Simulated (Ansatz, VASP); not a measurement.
Given: the input of a run of Ansatz 0.2.0 on MoS2.

Contents of input.yaml:

```yaml
crystal:
  lattice:
    - [3.184541456, 0.0, 0.0]
    - [-1.592270728, 2.7578938003, 0.0]
    - [0.0, 0.0, 21.67053472]
  atoms:
    - { symbol: Mo, position: [0.3333333333, 0.6666666667, 0.85116023] }
    - { symbol: Mo, position: [0.6666666667, 0.3333333333, 0.14883977] }
    - { symbol: S, position: [0.6666666667, 0.3333333333, 0.77962539] }
    - { symbol: S, position: [0.3333333333, 0.6666666667, 0.077251] }
    - { symbol: S, position: [0.6666666667, 0.3333333333, 0.922749] }
    - { symbol: S, position: [0.3333333333, 0.6666666667, 0.22037461] }
hamiltonian:
  xc: lda
  pseudopotentials: { kind: paw }
kpoints:
  mp_grid: { grid: [10, 10, 2] }
scf:
  occupations: { method: fermi_dirac, width: 0.05 }
output:
  forces: true
  stress: true
relax:
  f_tol: 0.01
  max_steps: 40
  cell: { stress_tol: 0.05 }
```

Potentials or basis: Ansatz PAW.

Run with:

```bash
$ ansatz run input.yaml --threads 2 --pin off --max-ram 5632MiB --backend cpu --events-out ev --progress --plain --runs-dir out
```

Q: Set up the same calculation for VASP 6.6.1. Potentials there: VASP PAW LDA potentials, release 64 (Mo_sv, S).

A: As run (the cutoff follows the program's own potentials):

INCAR

```
SYSTEM = MoS2
PREC = Accurate ; ENCUT = 600
EDIFF = 1E-6 ; ISMEAR = -1
SIGMA = 0.05 ; LREAL = .False.
LASPH = .True. ; NELM = 60
ALGO = Normal ; ISIF = 3
LWAVE = .False. ; LCHARG = .False.
IBRION = 2 ; NSW = 60
EDIFFG = -0.01
```

KPOINTS

```
Automatic mesh
0
Gamma
  10 10 2
  0 0 0
```

File POSCAR:

```
MoS2
1.0
    3.1845414560      0.0000000000      0.0000000000
   -1.5922707280      2.7578938003      0.0000000000
    0.0000000000      0.0000000000     21.6705347200
Mo S
2 4
Direct
    0.3333333333      0.6666666667      0.8511602300
    0.6666666667      0.3333333333      0.1488397700
    0.6666666667      0.3333333333      0.7796253900
    0.3333333333      0.6666666667      0.0772510000
    0.6666666667      0.3333333333      0.9227490000
    0.3333333333      0.6666666667      0.2203746100
```

Potentials or basis: VASP PAW LDA potentials, release 64 (Mo_sv, S).

Launch:

```sh
$ cat potpaw_LDA.64/Mo_sv/POTCAR potpaw_LDA.64/S/POTCAR > POTCAR
$ mpirun -np 1 vasp_std > vasp.out
```

Both were run:

|  | VASP | Ansatz | Ansatz less VASP |
| --- | --- | --- | --- |
| relaxed volume (Å³/atom) | 28.90 | 30.04 | +1.142 |
| relaxed cell length with the largest relative difference (Å) | 20.529 | 21.363 | +0.8344 |

LDA's correlation is that of Perdew and Zunger in VASP and of Perdew and Wang (1992) in Ansatz.

Noted on Ansatz's run: the plane-wave basis is chosen anew once the cell has moved, so the energies of steps on either side of that aren't comparable.
